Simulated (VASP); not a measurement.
# TiO2 (Pbca) in VASP: single point with PBE

Aim: the single point of TiO2 with PBE.

Everything below comes from runs of VASP 6.6.1. Logs are shortened: lines on timing, memory, paths and dates and some standing lists are left out, and cuts for length are marked.

### Step 1. The cell of the first run

It takes space group Pbca (No. 61, orthorhombic). Conventional cell: a = 5.145 Å, b = 9.185 Å, c = 5.284 Å, α = 90.00°, β = 90.00°, γ = 90.00°. Ti (site symmetry 1) has 6 O at 1.85 to 2.02 Å within 2.4 Å. Within 2.5 Å of O (site symmetry 1) lie 3 Ti at 1.91 to 2.02 Å. Within 2.4 Å of O (site symmetry 1) lie 3 Ti at 1.85 to 2.01 Å.

### Step 2. Single point, PBE (z stretched by -3 %, then relaxed in part)

Input file INCAR:

```
SYSTEM = TiO2
  PREC = Accurate
  ENCUT = 520
  EDIFF = 1E-7
  ISMEAR = -1
  SIGMA = 0.02
  LREAL = Auto
  LASPH = .TRUE.
  NELM = 60
  ALGO = Normal
  ISIF = 2
  LWAVE = .FALSE.
  LCHARG = .TRUE.
  GGA = PE
  LELF = .TRUE.
  LVHAR = .TRUE.
  NBANDS = 114
```

Input file KPOINTS:

```
regular mesh
0
G
  5 3 5
  0 0 0
```

Input file POSCAR:

```
TiO2
1.0
    5.1450000000      0.0000000000      0.0000000000
    0.0000000000      9.1850000000      0.0000000000
    0.0000000000      0.0000000000      5.2835900000
Ti O
8 16
Direct
    0.1391082001      0.1290849269      0.9031524491
    0.6391082001      0.3709150731      0.0968475509
    0.8608917999      0.6290849269      0.5968475509
    0.3608917999      0.8709150731      0.4031524491
    0.8608917999      0.8709150731      0.0968475509
    0.3608917999      0.6290849269      0.9031524491
    0.1391082001      0.3709150731      0.4031524491
    0.6391082001      0.1290849269      0.5968475509
    0.4631527888      0.2298290600      0.8914974985
    0.9631527888      0.2701709400      0.1085025015
    0.5368472112      0.7298290600      0.6085025015
    0.0368472112      0.7701709400      0.3914974985
    0.5368472112      0.7701709400      0.1085025015
    0.0368472112      0.7298290600      0.8914974985
    0.4631527888      0.2701709400      0.3914974985
    0.9631527888      0.2298290600      0.6085025015
    0.8184462122      0.0082681300      0.8451340423
    0.3184462122      0.4917318700      0.1548659577
    0.1815537878      0.5082681300      0.6548659577
    0.6815537878      0.9917318700      0.3451340423
    0.1815537878      0.9917318700      0.1548659577
    0.6815537878      0.5082681300      0.8451340423
    0.8184462122      0.4917318700      0.3451340423
    0.3184462122      0.0082681300      0.6548659577
```

Potentials or basis: VASP PAW PBE potentials, release 64 (Ti_sv, O).

The run is started by

```
$ cat potpaw_PBE.64/Ti_sv/POTCAR potpaw_PBE.64/O/POTCAR > POTCAR
$ mpirun -np 1 vasp_std > vasp.out
```

OUTCAR:

```text
SYSTEM = TiO2
   PREC = Accurate
   ENCUT = 520
   EDIFF = 1E-7
   ISMEAR = -1
   LREAL = Auto
   LASPH = .TRUE.
   NELM = 60
   ISIF = 2
   GGA = PE

 ion  position               nearest neighbor table
   1  0.139  0.129  0.903-  21 1.85   9 1.91  10 1.92  24 1.95  17 2.01  16 2.02
   2  0.639  0.371  0.097-  22 1.85  10 1.91   9 1.92  23 1.95  18 2.01  15 2.02
   3  0.861  0.629  0.597-  23 1.85  11 1.91  12 1.92  22 1.95  19 2.01  14 2.02
   4  0.361  0.871  0.403-  24 1.85  12 1.91  11 1.92  21 1.95  20 2.01  13 2.02
   5  0.861  0.871  0.097-  17 1.85  13 1.91  14 1.92  20 1.95  21 2.01  12 2.02
   6  0.361  0.629  0.903-  18 1.85  14 1.91  13 1.92  19 1.95  22 2.01  11 2.02
   7  0.139  0.371  0.403-  19 1.85  15 1.91  16 1.92  18 1.95  23 2.01  10 2.02
   8  0.639  0.129  0.597-  20 1.85  16 1.91  15 1.92  17 1.95  24 2.01   9 2.02
   9  0.463  0.230  0.891-   1 1.91   2 1.92   8 2.02
  10  0.963  0.270  0.109-   2 1.91   1 1.92   7 2.02
  11  0.537  0.730  0.609-   3 1.91   4 1.92   6 2.02
  12  0.037  0.770  0.391-   4 1.91   3 1.92   5 2.02
  13  0.537  0.770  0.109-   5 1.91   6 1.92   4 2.02
  14  0.037  0.730  0.891-   6 1.91   5 1.92   3 2.02
[... 8 lines left out ...]
  23  0.818  0.492  0.345-   3 1.85   2 1.95   7 2.01
  24  0.318  0.008  0.655-   4 1.85   1 1.95   8 2.01

  LATTYP: Found a simple orthorhombic cell.
 ALAT       =     5.1450000000
 B/A-ratio  =     1.0269368319
 C/A-ratio  =     1.7852283771

  Lattice vectors:

 A1 = (  -5.1450000000,   0.0000000000,   0.0000000000)
 A2 = (   0.0000000000,   0.0000000000,   5.2835900000)
 A3 = (   0.0000000000,   9.1850000000,   0.0000000000)

Analysis of symmetry for initial positions (statically):
=====================================================================
 Subroutine PRICEL returns:
 Original cell was already a primitive cell.

 Routine SETGRP: Setting up the symmetry group for a
 simple orthorhombic supercell.

 Subroutine GETGRP returns: Found  8 space group operations
 (whereof  2 operations were pure point group operations)
 out of a pool of  8 trial point group operations.

The static configuration has the point symmetry S_2 .
 The point group associated with its full space group is D_2h.

Analysis of symmetry for dynamics (positions and initial velocities):
=====================================================================
 Subroutine PRICEL returns:
 Original cell was already a primitive cell.

 Routine SETGRP: Setting up the symmetry group for a
 simple orthorhombic supercell.

 Subroutine GETGRP returns: Found  8 space group operations
 (whereof  2 operations were pure point group operations)
 out of a pool of  8 trial point group operations.

The dynamic configuration has the point symmetry S_2 .
 The point group associated with its full space group is D_2h.

 Subroutine INISYM returns: Found  8 space group operations
 (whereof  2 operations are pure point group operations),
 and found     1 'primitive' translations

----------------------------------------------------------------------------------------

                                     Primitive cell

  volume of cell :     249.6857

  direct lattice vectors                    reciprocal lattice vectors
     5.145000000  0.000000000  0.000000000     0.194363460  0.000000000  0.000000000
     0.000000000  9.185000000  0.000000000     0.000000000  0.108873163  0.000000000
     0.000000000  0.000000000  5.283590000     0.000000000  0.000000000  0.189265253

  length of vectors
     5.145000000  9.185000000  5.283590000     0.194363460  0.108873163  0.189265253

  position of ions in fractional coordinates (direct lattice)
     0.139108200  0.129084927  0.903152449
     0.639108200  0.370915073  0.096847551
     0.860891800  0.629084927  0.596847551
     0.360891800  0.870915073  0.403152449
     0.860891800  0.870915073  0.096847551
     0.360891800  0.629084927  0.903152449
[... 16 lines left out ...]
     0.818446212  0.491731870  0.345134042
     0.318446212  0.008268130  0.654865958

  ion indices of the primitive-cell ions
   primitive index   ion index
                 1           1
                 2           2
                 3           3
                 4           4
                 5           5
                 6           6
[... 16 lines left out ...]
                23          23
                24          24

----------------------------------------------------------------------------------------

 KPOINTS: regular mesh

Automatic generation of k-mesh.
 Grid dimensions read from file:
 generate k-points for:    5    3    5

 Generating k-lattice:

  Cartesian coordinates                     Fractional coordinates (reciprocal lattice)
     0.038872692  0.000000000  0.000000000     0.200000000  0.000000000  0.000000000
     0.000000000  0.036291054  0.000000000     0.000000000  0.333333333  0.000000000
     0.000000000  0.000000000  0.037853051     0.000000000  0.000000000  0.200000000

  Length of vectors
     0.038872692  0.036291054  0.037853051

  Shift w.r.t. Gamma in fractional coordinates (k-lattice)
     0.000000000  0.000000000  0.000000000

 Subroutine IBZKPT returns following result:
 ===========================================

 Found     18 irreducible k-points:

 Following reciprocal coordinates:
            Coordinates               Weight
  0.000000  0.000000  0.000000      1.000000
  0.200000  0.000000  0.000000      2.000000
  0.400000  0.000000  0.000000      2.000000
  0.000000  0.333333  0.000000      2.000000
  0.200000  0.333333  0.000000      4.000000
  0.400000  0.333333  0.000000      4.000000
[... 10 lines left out ...]
  0.200000  0.333333  0.400000      8.000000
  0.400000  0.333333  0.400000      8.000000
   k-points           NKPTS =     18   k-points in BZ     NKDIM =     18   number of bands    NBANDS=    114
   number of dos      NEDOS =    301   number of ions     NIONS =     24
   total plane-waves  NPLWV = 112000
   dimension x,y,z NGX =    40 NGY =   70 NGZ =   40
   dimension x,y,z NGXF=    80 NGYF=  140 NGZF=   80
   ions per type =               8  16
   NGX,Y,Z   is equivalent  to a cutoff of  12.92, 12.67, 12.59 a.u.
   NGXF,Y,Z  is equivalent  to a cutoff of  25.85, 25.34, 25.17 a.u.
 SYSTEM =  TiO2
   PREC   = accura    normal or accurate (medium, high low for compatibility)
   ISTART =      0    job   : 0-new  1-cont  2-samecut
   ICHARG =      2    charge: 1-file 2-atom 10-const
   ISPIN  =      1    spin polarized calculation?
   LNONCOLLINEAR =      F non collinear calculations
   LSORBIT =      F    spin-orbit coupling
   LASPH  =      T    aspherical Exc in radial PAW
   ENCUT  =  520.0 eV  38.22 Ry    6.18 a.u.   9.57 17.08  9.82*2*pi/ulx,y,z
   NELM   =     60;   NELMIN=  2; NELMDL= -5     # of ELM steps
   EDIFF  = 0.1E-06   stopping-criterion for ELM
   LREAL  =      T    real-space projection
   EDIFFG = 0.1E-05   stopping-criterion for IOM
   NSW    =      0    number of steps for IOM
   IBRION =     -1    ionic relax: 0-MD 1-quasi-New 2-CG
   NFREE  =      0    steps in history (QN), initial steepest desc. (CG)
   ISIF   =      2    stress and relaxation
   ISYM   =      2    0-nonsym 1-usesym 2-fastsym
   POTIM  = 0.5000    time-step for ionic-motion
   TEBEG  =    0.0;   TEEND  =   0.0 temperature during run
   PSTRESS=    0.0 pullay stress
   NELECT =     192.0000    total number of electrons
   NUPDOWN=      -1.0000    fix difference up-down
   EMIN   =  10.00;   EMAX   =-10.00  energy-range for DOS
   EFERMI =   0.00;   METHOD = LEGACY
   ISMEAR =    -1;   SIGMA  =   0.02  broadening in eV -4-tet -1-fermi 0-gaus
   EFERMI_NEDOS =   21; number of points for ismear=-14 and -15
   IALGO  =     38    algorithm
   IMIX   =      4    mixing-type and parameters
     AMIX     =   0.40;   BMIX     =  1.00
     AMIX_MAG =   1.60;   BMIX_MAG =  1.00
  volume/ion in A,a.u.               =      10.40        70.21
  Fermi-wavevector in a.u.,A,eV,Ry     =   1.499837  2.834281 30.606450  2.249511
  Thomas-Fermi vector in A             =   2.611415
   LORBIT       =      0    0 simple, 1 ext, 2 COOP (PROOUT), +10 PAW based schemes
   GGA     = PE    functional components
   LHFCALC =     F    Hartree Fock is set to
   AEXX    =    0.0000 exact exchange contribution
   IVDW    =     0    specifies the selected vdW correction
   LEPSILON=     F    determine dielectric tensor
   LRPA    =     F    only Hartree local field effects (RPA)
 non-spin polarized calculation
  energy-cutoff  :      520.00
  volume of cell :      249.69
 maximum number of plane-waves:      6742
 NGX is ok and might be reduce to    40
   NGX = 19   NGY = 35   NGZ = 19

 number of electron     192.0000008 magnetization

 Free energy of the ion-electron system (eV)
  ---------------------------------------------------
  ext. energy  EPLUGINS =         0.00000000
  ---------------------------------------------------
  free energy    TOTEN  =      -214.47538871 eV

  energy without entropy =     -214.47538871  energy(sigma->0) =     -214.47538871

 E-fermi :   5.0322     XC(G=0): -11.3481

 val. band max:        4.4577232086   @ k =   0.0000   0.0000   0.0000
 cond. band min:       6.8004562081   @ k =   0.0000   0.0000   0.0000
 fundamental gap:      2.3427329995
 Fermi energy:         5.0321990741

 k-point     1 :       0.0000    0.0000    0.0000
  band No.  band energies     occupation
      1     -51.9442      2.00000
      2     -51.9328      2.00000
      3     -51.9199      2.00000
      4     -51.9086      2.00000
      5     -51.9064      2.00000
      6     -51.9053      2.00000
[... 100 lines left out ...]
    107       7.8833      0.00000
    108       7.9228      0.00000

 k-point     2 :       0.2000    0.0000    0.0000
  band No.  band energies     occupation
      1     -51.9406      2.00000
      2     -51.9302      2.00000
      3     -51.9169      2.00000
      4     -51.9100      2.00000
      5     -51.9080      2.00000
      6     -51.9065      2.00000
[... 1768 lines left out ...]
 k-point    18 :       0.4000    0.3333    0.4000
  band No.  band energies     occupation
      1     -51.9255      2.00000
      2     -51.9238      2.00000
      3     -51.9216      2.00000
      4     -51.9214      2.00000
      5     -51.9019      2.00000
      6     -51.9003      2.00000
[... 100 lines left out ...]
    107       7.9138      0.00000
    108       7.9308      0.00000
 [bands above 108 left out]

------------------------ aborting loop because EDIFF is reached ----------------------------------------

  FORCE on cell =-STRESS in cart. coord.  units (eV):
  Direction    XX          YY          ZZ          XY          YZ          ZX
  --------------------------------------------------------------------------------------
  -------------------------------------------------------------------------------------
  Total       15.9233806     17.5321462     25.0669960      0.0000000      0.0000000      0.0000000
  in kB      102.1767795    112.4998689    160.8493184      0.0000000      0.0000000      0.0000000
  external PRESSURE =     125.1753223 kB  Pullay stress =       0.0000000 kB

 VOLUME and BASIS-vectors are now :
 -----------------------------------------------------------------------------
  energy-cutoff  :      520.00
  volume of cell :      249.69
      direct lattice vectors                 reciprocal lattice vectors
     5.145000000  0.000000000  0.000000000     0.194363460  0.000000000  0.000000000
     0.000000000  9.185000000  0.000000000     0.000000000  0.108873163  0.000000000
     0.000000000  0.000000000  5.283590000     0.000000000  0.000000000  0.189265253

 POSITION                                       TOTAL-FORCE (eV/Angst)
 -----------------------------------------------------------------------------------
      0.71571      1.18565      4.77189        -0.000891      0.029399     -0.014707
      3.28821      3.40685      0.51170        -0.000891     -0.029399      0.014707
      4.42929      5.77815      3.15350         0.000891      0.029399      0.014707
      1.85679      7.99935      2.13009         0.000891     -0.029399     -0.014707
      4.42929      7.99935      0.51170         0.000891     -0.029399      0.014707
      1.85679      5.77815      4.77189         0.000891      0.029399     -0.014707
[... 16 lines left out ...]
      4.21091      4.51656      1.82355        -0.022321     -0.012159     -0.033505
      1.63841      0.07594      3.46004        -0.022321      0.012159      0.033505
 -----------------------------------------------------------------------------------
    total drift:                                0.000000     -0.000000      0.000000

  FREE ENERGIE OF THE ION-ELECTRON SYSTEM (eV)
  ---------------------------------------------------
  free  energy   TOTEN  =      -214.4753887078 eV

  energy  without entropy=     -214.4753887078  energy(sigma->0) =     -214.47538871
```

Wall time 18 min (1 thread of Intel Xeon Platinum 8375C at 2.90GHz (Ice Lake), shared host); peak memory 0.5 GiB.

What came out:

| Property | Result |
| --- | --- |
| Free energy | -214.4754 eV |
| Pressure | 12.5 GPa |
| Largest force | 0.042 eV/Å |
| Band gap on the k mesh | 2.34 eV, direct |

Forces in eV/Å, atoms in the order of the input:
```
Ti  -0.001  0.029 -0.015
Ti  -0.001 -0.029  0.015
Ti   0.001  0.029  0.015
Ti   0.001 -0.029 -0.015
Ti   0.001 -0.029  0.015
Ti   0.001  0.029 -0.015
Ti  -0.001 -0.029 -0.015
Ti  -0.001  0.029  0.015
O    0.008  0.002  0.001
O    0.008 -0.002 -0.001
O   -0.008  0.002 -0.001
O   -0.008 -0.002  0.001
O   -0.008 -0.002 -0.001
O   -0.008  0.002  0.001
O    0.008 -0.002  0.001
O    0.008  0.002 -0.001
O   -0.022  0.012 -0.034
O   -0.022 -0.012  0.034
O    0.022  0.012  0.034
O    0.022 -0.012 -0.034
O    0.022 -0.012  0.034
O    0.022  0.012 -0.034
O   -0.022 -0.012 -0.034
O   -0.022  0.012  0.034
```

Caveat: the cell differs from its parent crystal (z stretched by -3 %, then relaxed in part). A k mesh can miss the band edges.
